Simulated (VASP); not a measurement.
# Al17P16 (a cell with a defect) in VASP: single point with PBE

Aim: the single point of Al17P16 (a cell with a defect) with PBE.

Program: VASP 6.6.1. These are calculated values, not measurements. Logs are shortened: lines on timing, memory, paths and dates and some standing lists are left out, and cuts for length are marked.

## 1. The cell of the first run

The cell holds a defect, 33 atoms: a = 9.539 Å, b = 9.539 Å, c = 9.539 Å, α = 109.47°, β = 109.47°, γ = 109.47°.

## 2. Single point, PBE (with an interstitial atom, then relaxed in part)

Input file INCAR:

```
PREC = Accurate
ENCUT = 520
EDIFF = 1E-6
ISMEAR = 0
SIGMA = 0.01
LREAL = Auto
LASPH = True
NELM = 80
ALGO = Normal
ISIF = 2
LWAVE = False
LCHARG = False
GGA = PE
NBANDS = 88
NELECT = 128.0
```

Input file KPOINTS:

```
Automatic mesh
0
Gamma
  2 2 2
  0.5 0.5 0.5
```

Input file POSCAR:

```
Al17P16
1.0
    5.5073398859      5.5073398859     -5.5073398859
   -5.5073398859     -5.5073398859     -5.5073398859
   -5.5073398859      5.5073398859      5.5073398859
Al P
17 16
Direct
    0.2480548145     -0.0011827005      0.7474942904
    0.4981486654      0.7488813944      0.7475961698
    0.7349099995      0.4987082422      0.7344964739
    0.7481275802     -0.0010781446      0.2475719385
   -0.0019308938      0.9882651763     -0.0025886943
    0.2611719151      0.7619168691     -0.0024720640
    0.4875824228      0.4988439069     -0.0024960119
    0.7350629487      0.2358737580     -0.0023637427
   -0.0018597804      0.2358397350      0.7345554488
    0.5085701230      0.0092509321      0.5080428926
    0.7481485643      0.7489128580      0.4975854212
   -0.0017813013      0.7620795077      0.2606406391
    0.2611987245      0.4989089214      0.2606841081
    0.4981102341      0.2489100138      0.2475539932
   -0.0018332496      0.4989299863      0.4872064921
    0.2481185158      0.2488787878      0.4975417934
   -0.0018923297      0.4988494553     -0.0024226189
    0.2492875830      1.0035761704     -0.0024582846
    0.5028303180      0.7500400297     -0.0024137369
    0.7500531080      0.4989450430     -0.0023339529
    0.7446066909     -0.0057660893      0.4929080450
   -0.0018933796      1.0036507615      0.2486301123
    0.2462420334      0.7469818584      0.2456416211
    0.5028216655      0.4989182310      0.2487076944
    0.7470027802      0.2477985817      0.2511710410
   -0.0018788601      0.2508115772     -0.0023716730
    0.4934390867      0.9941933311      0.7440588046
    0.7469209928      0.7522673252      0.7463553429
   -0.0019170382      0.7500046921      0.5021617974
    0.2492882736      0.4989023976      0.5023055319
    0.4933559046      0.2451800608      0.4927818076
   -0.0019616380      0.4988421720      0.7494386132
    0.2516297110      0.2476985891      0.7463914355
```

Potentials or basis: VASP PAW PBE potentials, release 64 (Al, P).

The run is started by

```bash
$ cat potpaw_PBE.64/Al/POTCAR potpaw_PBE.64/P/POTCAR > POTCAR
$ mpirun -np 1 vasp_std > vasp.out
```

OUTCAR:

```text
PREC = Accurate
   ENCUT = 520
   EDIFF = 1E-6
   ISMEAR = 0
   LREAL = Auto
   LASPH = True
   NELM = 80
   ISIF = 2
   GGA = PE
   NELECT = 128.0

 ion  position               nearest neighbor table
   1  0.248  0.999  0.747-  29 2.37  18 2.37  33 2.37  27 2.37
   2  0.498  0.749  0.748-  19 2.37  30 2.37  28 2.37  27 2.37
   3  0.735  0.499  0.734-  31 2.35  28 2.35  20 2.47  32 2.47  17 2.90
   4  0.748  0.999  0.248-  22 2.37  25 2.37  19 2.37  21 2.37
   5  0.998  0.988  0.997-  28 2.35  18 2.35  22 2.35  26 2.50
   6  0.261  0.762  0.998-  19 2.35  18 2.35  23 2.47  32 2.47  17 2.90
   7  0.488  0.499  0.998-  33 2.35  19 2.35  24 2.35  20 2.50
   8  0.735  0.236  0.998-  25 2.35  27 2.35  20 2.47  26 2.47  17 2.90
   9  0.998  0.236  0.735-  33 2.35  21 2.35  32 2.47  26 2.47  17 2.90
  10  0.509  0.009  0.508-  27 2.35  21 2.35  31 2.35  23 2.50
  11  0.748  0.749  0.498-  29 2.37  28 2.37  21 2.37  24 2.37
  12  0.998  0.762  0.261-  29 2.35  22 2.35  23 2.47  20 2.47  17 2.90
  13  0.261  0.499  0.261-  30 2.35  24 2.35  23 2.47  26 2.47  17 2.90
  14  0.498  0.249  0.248-  24 2.37  18 2.37  31 2.37  25 2.37
  15  0.998  0.499  0.487-  30 2.35  25 2.35  29 2.35  32 2.50
  16  0.248  0.249  0.498-  30 2.37  22 2.37  31 2.37  33 2.37
  17  0.998  0.499  0.998-  26 2.37  23 2.37  32 2.37  20 2.37   9 2.90   8 2.90   3 2.90  13 2.90
                             6 2.90  12 2.90
  18  0.249  0.004  0.998-   6 2.35   5 2.35   1 2.37  14 2.37
  19  0.503  0.750  0.998-   6 2.35   7 2.35   2 2.37   4 2.37
  20  0.750  0.499  0.998-  17 2.37   3 2.47   8 2.47  12 2.47   7 2.50
  21  0.745  0.994  0.493-   9 2.35  10 2.35  11 2.37   4 2.37
  22  0.998  0.004  0.249-  12 2.35   5 2.35   4 2.37  16 2.37
  23  0.246  0.747  0.246-  17 2.37  12 2.47   6 2.47  13 2.47  10 2.50
  24  0.503  0.499  0.249-  13 2.35   7 2.35  14 2.37  11 2.37
  25  0.747  0.248  0.251-   8 2.35  15 2.35   4 2.37  14 2.37
  26  0.998  0.251  0.998-  17 2.37  13 2.47   8 2.47   9 2.47   5 2.50
  27  0.493  0.994  0.744-   8 2.35  10 2.35   2 2.37   1 2.37
  28  0.747  0.752  0.746-   3 2.35   5 2.35   2 2.37  11 2.37
  29  0.998  0.750  0.502-  12 2.35  15 2.35   1 2.37  11 2.37
  30  0.249  0.499  0.502-  13 2.35  15 2.35   2 2.37  16 2.37
  31  0.493  0.245  0.493-   3 2.35  10 2.35  14 2.37  16 2.37
  32  0.998  0.499  0.749-  17 2.37   9 2.47   3 2.47   6 2.47  15 2.50
  33  0.252  0.248  0.746-   9 2.35   7 2.35   1 2.37  16 2.37

  LATTYP: Found a body centered cubic cell.
 ALAT       =    11.0146797718

  Lattice vectors:

 A1 = (   5.5073398859,   5.5073398859,  -5.5073398859)
 A2 = (  -5.5073398859,  -5.5073398859,  -5.5073398859)
 A3 = (  -5.5073398859,   5.5073398859,   5.5073398859)

Analysis of symmetry for initial positions (statically):
=====================================================================
 Subroutine PRICEL returns:
 Original cell was already a primitive cell.

 Routine SETGRP: Setting up the symmetry group for a
 body centered cubic supercell.

 Subroutine GETGRP returns: Found  1 space group operations
 (whereof  1 operations were pure point group operations)
 out of a pool of 48 trial point group operations.

The static configuration has the point symmetry C_1 .

Analysis of symmetry for dynamics (positions and initial velocities):
=====================================================================
 Subroutine PRICEL returns:
 Original cell was already a primitive cell.

 Routine SETGRP: Setting up the symmetry group for a
 body centered cubic supercell.

 Subroutine GETGRP returns: Found  1 space group operations
 (whereof  1 operations were pure point group operations)
 out of a pool of 48 trial point group operations.

The dynamic configuration has the point symmetry C_1 .

 Subroutine INISYM returns: Found  1 space group operations
 (whereof  1 operations are pure point group operations),
 and found     1 'primitive' translations

----------------------------------------------------------------------------------------

                                     Primitive cell

  volume of cell :     668.1679

  direct lattice vectors                    reciprocal lattice vectors
     5.507339886  5.507339886 -5.507339886     0.000000000  0.090787932 -0.090787932
    -5.507339886 -5.507339886 -5.507339886    -0.090787932  0.000000000 -0.090787932
    -5.507339886  5.507339886  5.507339886    -0.090787932  0.090787932  0.000000000

  length of vectors
     9.538992497  9.538992497  9.538992497     0.128393525  0.128393525  0.128393525

  position of ions in fractional coordinates (direct lattice)
     0.248054815  0.998817299  0.747494290
     0.498148665  0.748881394  0.747596170
     0.734909999  0.498708242  0.734496474
     0.748127580  0.998921855  0.247571939
     0.998069106  0.988265176  0.997411306
     0.261171915  0.761916869  0.997527936
[... 25 lines left out ...]
     0.998038362  0.498842172  0.749438613
     0.251629711  0.247698589  0.746391436

  ion indices of the primitive-cell ions
   primitive index   ion index
                 1           1
                 2           2
                 3           3
                 4           4
                 5           5
                 6           6
[... 25 lines left out ...]
                32          32
                33          33

----------------------------------------------------------------------------------------

 KPOINTS: Automatic mesh

Automatic generation of k-mesh.
 Grid dimensions read from file:
 generate k-points for:    2    2    2

 Generating k-lattice:

  Cartesian coordinates                     Fractional coordinates (reciprocal lattice)
     0.000000000  0.045393966 -0.045393966     0.500000000  0.000000000  0.000000000
    -0.045393966  0.000000000 -0.045393966     0.000000000  0.500000000  0.000000000
    -0.045393966  0.045393966  0.000000000     0.000000000  0.000000000  0.500000000

  Length of vectors
     0.064196762  0.064196762  0.064196762

  Shift w.r.t. Gamma in fractional coordinates (k-lattice)
     0.500000000  0.500000000  0.500000000

 Subroutine IBZKPT returns following result:
 ===========================================

 Found      4 irreducible k-points:

 Following reciprocal coordinates:
            Coordinates               Weight
  0.250000  0.250000  0.250000      2.000000
 -0.250000  0.250000  0.250000      2.000000
  0.250000 -0.250000  0.250000      2.000000
  0.250000  0.250000 -0.250000      2.000000
   k-points           NKPTS =      4   k-points in BZ     NKDIM =      4   number of bands    NBANDS=     88
   number of dos      NEDOS =    301   number of ions     NIONS =     33
   total plane-waves  NPLWV = 373248
   dimension x,y,z NGX =    72 NGY =   72 NGZ =   72
   dimension x,y,z NGXF=   144 NGYF=  144 NGZF=  144
   ions per type =              17  16
   NGX,Y,Z   is equivalent  to a cutoff of  12.55, 12.55, 12.55 a.u.
   NGXF,Y,Z  is equivalent  to a cutoff of  25.10, 25.10, 25.10 a.u.
 SYSTEM =  unknown system
   PREC   = accura    normal or accurate (medium, high low for compatibility)
   ISTART =      0    job   : 0-new  1-cont  2-samecut
   ICHARG =      2    charge: 1-file 2-atom 10-const
   ISPIN  =      1    spin polarized calculation?
   LNONCOLLINEAR =      F non collinear calculations
   LSORBIT =      F    spin-orbit coupling
   LASPH  =      T    aspherical Exc in radial PAW
   ENCUT  =  520.0 eV  38.22 Ry    6.18 a.u.  17.74 17.74 17.74*2*pi/ulx,y,z
   NELM   =     80;   NELMIN=  2; NELMDL= -5     # of ELM steps
   EDIFF  = 0.1E-05   stopping-criterion for ELM
   LREAL  =      T    real-space projection
   EDIFFG = 0.1E-04   stopping-criterion for IOM
   NSW    =      0    number of steps for IOM
   IBRION =     -1    ionic relax: 0-MD 1-quasi-New 2-CG
   NFREE  =      0    steps in history (QN), initial steepest desc. (CG)
   ISIF   =      2    stress and relaxation
   ISYM   =      2    0-nonsym 1-usesym 2-fastsym
   POTIM  = 0.5000    time-step for ionic-motion
   TEBEG  =    0.0;   TEEND  =   0.0 temperature during run
   PSTRESS=    0.0 pullay stress
   NELECT =     128.0000    total number of electrons
   NUPDOWN=      -1.0000    fix difference up-down
   EMIN   =  10.00;   EMAX   =-10.00  energy-range for DOS
   EFERMI =   0.00;   METHOD = LEGACY
   ISMEAR =     0;   SIGMA  =   0.01  broadening in eV -4-tet -1-fermi 0-gaus
   EFERMI_NEDOS =   21; number of points for ismear=-14 and -15
   IALGO  =     38    algorithm
   IMIX   =      4    mixing-type and parameters
     AMIX     =   0.40;   BMIX     =  1.00
     AMIX_MAG =   1.60;   BMIX_MAG =  1.00
  volume/ion in A,a.u.               =      20.25       136.64
  Fermi-wavevector in a.u.,A,eV,Ry     =   0.943734  1.783399 12.117810  0.890634
  Thomas-Fermi vector in A             =   2.071470
   LORBIT       =      0    0 simple, 1 ext, 2 COOP (PROOUT), +10 PAW based schemes
   GGA     = PE    functional components
   LHFCALC =     F    Hartree Fock is set to
   AEXX    =    0.0000 exact exchange contribution
   IVDW    =     0    specifies the selected vdW correction
   LEPSILON=     F    determine dielectric tensor
   LRPA    =     F    only Hartree local field effects (RPA)
 non-spin polarized calculation
 Gauss-broadening in eV      SIGMA  =   0.01
  energy-cutoff  :      520.00
  volume of cell :      668.17
 maximum number of plane-waves:     18000
 NGX is ok and might be reduce to    70
   NGX = 35   NGY = 35   NGZ = 35

 number of electron     128.0000000 magnetization

 Free energy of the ion-electron system (eV)
  ---------------------------------------------------
  ext. energy  EPLUGINS =         0.00000000
  ---------------------------------------------------
  free energy    TOTEN  =      -184.87319510 eV

  energy without entropy =     -184.87319510  energy(sigma->0) =     -184.87319510

 E-fermi :   4.2705     XC(G=0):  -9.1326

 val. band max:        4.2010634719   @ k =   0.2500   0.2500   0.2500
 cond. band min:       6.0446710807   @ k =   0.2500   0.2500   0.2500
 fundamental gap:      1.8436076088
 Fermi energy:         4.2705163795

 k-point     1 :       0.2500    0.2500    0.2500
  band No.  band energies     occupation
      1      -6.9077      2.00000
      2      -6.1499      2.00000
      3      -6.1498      2.00000
      4      -6.1496      2.00000
      5      -5.3187      2.00000
      6      -5.3183      2.00000
[... 305 lines left out ...]
     75       8.2182      0.00000
     76       8.2183      0.00000
 [bands above 76 left out]

------------------------ aborting loop because EDIFF is reached ----------------------------------------

  FORCE on cell =-STRESS in cart. coord.  units (eV):
  Direction    XX          YY          ZZ          XY          YZ          ZX
  --------------------------------------------------------------------------------------
  -------------------------------------------------------------------------------------
  Total      -21.4860843    -21.4770977    -21.4693448     -0.0218208     -0.0076908      0.0018225
  in kB      -51.5207561    -51.4992073    -51.4806169     -0.0523233     -0.0184416      0.0043701
  external PRESSURE =     -51.5001934 kB  Pullay stress =       0.0000000 kB

 VOLUME and BASIS-vectors are now :
 -----------------------------------------------------------------------------
  energy-cutoff  :      520.00
  volume of cell :      668.17
      direct lattice vectors                 reciprocal lattice vectors
     5.507339886  5.507339886 -5.507339886     0.000000000  0.090787932 -0.090787932
    -5.507339886 -5.507339886 -5.507339886    -0.090787932  0.000000000 -0.090787932
    -5.507339886  5.507339886  5.507339886    -0.090787932  0.090787932  0.000000000

 POSITION                                       TOTAL-FORCE (eV/Angst)
 -----------------------------------------------------------------------------------
     -8.25141     -0.01800     -2.75024        -0.000941      0.002977     -0.002984
     -5.49814      2.73640     -2.75055        -0.001075      0.000672     -0.002256
     -2.74428      5.34597     -2.74883        -0.001237      0.010354     -0.004172
     -2.74467     -0.01775     -8.25813        -0.001043      0.001806     -0.000454
     -5.43909      5.54708     -5.44633        -0.000724      0.007613      0.001942
     -8.25150      2.73595     -0.14077        -0.001419     -0.000458      0.007780
[... 25 lines left out ...]
     -1.37817      6.87666     -4.11642        -0.003914      0.003040      0.007092
     -4.08898      4.13228      1.36066         0.001485     -0.000674      0.000922
 -----------------------------------------------------------------------------------
    total drift:                               -0.005467      0.004408     -0.001525

  FREE ENERGIE OF THE ION-ELECTRON SYSTEM (eV)
  ---------------------------------------------------
  free  energy   TOTEN  =      -184.8731951046 eV

  energy  without entropy=     -184.8731951046  energy(sigma->0) =     -184.87319510
```

Run time: 6.7 min. Hardware: 1 thread of AMD EPYC 7R13 (Zen 3), shared host; peak memory 0.72 GiB.

Results:

```
Free energy   : -184.8732 eV
Largest force : 0.011 eV/Å
```

Forces in eV/Å, atoms in the order of the input:
```
Al  -0.001  0.003 -0.003
Al  -0.001  0.001 -0.002
Al  -0.001  0.010 -0.004
Al  -0.001  0.002  0.000
Al  -0.001  0.008  0.002
Al  -0.001  0.000  0.008
Al  -0.008 -0.001  0.003
Al   0.002 -0.001 -0.008
Al  -0.009  0.000  0.000
Al  -0.004  0.004 -0.005
Al   0.001  0.000  0.000
Al   0.007  0.000  0.000
Al   0.002 -0.005 -0.001
Al   0.000  0.002 -0.002
Al   0.004 -0.007 -0.006
Al   0.000  0.002 -0.001
Al  -0.001  0.000 -0.002
P    0.001 -0.001  0.002
P    0.001 -0.001  0.001
P    0.009  0.000 -0.003
P    0.003 -0.001  0.000
P    0.003  0.000  0.004
P    0.002 -0.005  0.002
P    0.001 -0.004  0.002
P    0.001  0.000  0.003
P    0.001 -0.006 -0.001
P   -0.001 -0.002  0.000
P    0.000 -0.003  0.000
P    0.000  0.003  0.001
P   -0.001 -0.001  0.002
P   -0.004 -0.001  0.000
P   -0.004  0.003  0.007
P    0.001 -0.001  0.001
```

Caveat: the cell carries a net charge on a neutralising background, which shifts energy and pressure; the cell differs from its parent crystal (with an interstitial atom, then relaxed in part); the cell is charged against a uniform background, so pressure and absolute levels hang on convention.
